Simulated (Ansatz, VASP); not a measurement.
GaAs: VASP beside Ansatz

```xyz
2
Lattice="0.0000 2.8268 2.8268 2.8268 0.0000 2.8268 2.8268 2.8268 0.0000" Properties=species:S:1:pos:R:3 pbc="T T T"
As    4.2403    4.2403    4.2403
Ga    0.0000    0.0000    0.0000
```

Alike in both runs: functional r2SCANh; k mesh 5 × 5 × 5; occupations fermi-dirac, width 0.025 eV; no spin polarisation.

```csv
,VASP,Ansatz
version,VASP 6.6.1,Ansatz 0.2.0
potentials or method,"VASP PAW PBE potentials, release 64 (As, Ga_d), cutoff 520 eV",Ansatz PAW
valence electrons in the cell,18,28
task,single point,electron localisation function
```

```tsv
	VASP	Ansatz	Ansatz less VASP
gap on the k mesh at the Fermi level (eV)	1.52	1.52	+0.003
least direct gap on the mesh (eV)	1.52	1.52	+0.003
pressure (GPa)	0.1	0.1	0.00
```

VASP's potentials were made for PBE, not for r2SCANh. The functional is the same, so the differences come from potentials, cutoffs and numerics. VASP's potentials hold 18 valence electrons a cell and Ansatz's 28, so a difference there can come from the potentials and not from the codes.

Noted on Ansatz's run: odd divisions of the mesh miss points on the zone boundary, where band edges often lie, so the gap on the mesh can be too wide.
